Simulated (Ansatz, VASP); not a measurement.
Ge2TeO3 in VASP and in Ansatz

File INCAR:

```
SYSTEM = Ge2TeO3
  PREC = Accurate
  ENCUT = 600
  EDIFF = 1E-7
  ISMEAR = 0
  SIGMA = 0.1
  LREAL = .False.
  LASPH = .True.
  NELM = 60
  ALGO = Normal
  ISIF = 3
  LWAVE = .False.
  LCHARG = .False.
  GGA = PE
  IBRION = 2
  NSW = 90
  EDIFFG = -0.04
```

Contents of KPOINTS:

```
Automatic mesh
0
Gamma
  6 6 2
  0 0 0
```

POSCAR

```
Ge2TeO3
1.0
    3.4962294500      0.0000000000      0.0000000000
    0.0000000000      3.4962294500      0.0000000000
    0.0000000000      0.0000000000      7.6301959900
Ge Te O
2 1 3
Direct
    0.5000000000      0.0000000000      0.7391800300
    0.0000000000      0.5000000000      0.2608199700
    0.5000000000      0.5000000000      0.0000000000
    0.5000000000      0.0000000000      0.3822810100
    0.0000000000      0.5000000000      0.6177189900
    0.0000000000      0.0000000000      0.0000000000
```

Input for Ansatz:

```yaml
crystal:
  lattice:
    - [3.49622945, 0.0, 0.0]
    - [0.0, 3.49622945, 0.0]
    - [0.0, 0.0, 7.63019599]
  atoms:
    - { symbol: Ge, position: [0.5, 0.0, 0.73918003] }
    - { symbol: Ge, position: [0.0, 0.5, 0.26081997] }
    - { symbol: Te, position: [0.5, 0.5, 0.0] }
    - { symbol: O, position: [0.5, 0.0, 0.38228101] }
    - { symbol: O, position: [0.0, 0.5, 0.61771899] }
    - { symbol: O, position: [0.0, 0.0, 0.0] }
basis:
  ecutwfc: 420
kpoints:
  mp_grid: { grid: [6, 6, 2] }
hamiltonian:
  xc: pbe
scf:
  occupations: { method: gaussian, width: 0.1 }
  lower_state_search: "off"
output:
  forces: true
  stress: true
  eigenvalues: true
relax:
  adjacent_minimum: "off"
  f_tol: 0.04
  max_steps: 70
  cell: { stress_tol: 0.4 }
```

Change from the starting cell: species swapped into the Hf2Sb3Pd type (P-4m2, No. 115).

Alike in both runs: task relaxation of cell and atoms; functional PBE; k mesh 6 × 6 × 2; occupations gaussian, width 0.1 eV; no spin polarisation.

```csv
,VASP,Ansatz
version,VASP 6.6.1,Ansatz 0.2.0
potentials or method,"VASP PAW PBE potentials, release 64 (Ge_d, Te, O), cutoff 600 eV","scalar-relativistic, plane waves, PAW"
valence electrons in the cell,52,62
```

```tsv
	VASP	Ansatz	Ansatz less VASP
gap on the k mesh at the Fermi level, each at its own relaxed structure (eV)	none	none	-
relaxed volume (Å³/atom)	16.29	16.56	+0.276
relaxed length of the cell vector where the two differ most in proportion (Å)	9.011	9.148	+0.1372
```

A gap of «none» marks a metal or a gap that the smearing closes. VASP's potentials hold 52 valence electrons a cell and Ansatz's 62, so a difference there can come from the potentials and not from the codes.

The k mesh is coarse, so the values compare programs but aren't converged. Neither program's run includes spin-orbit coupling.
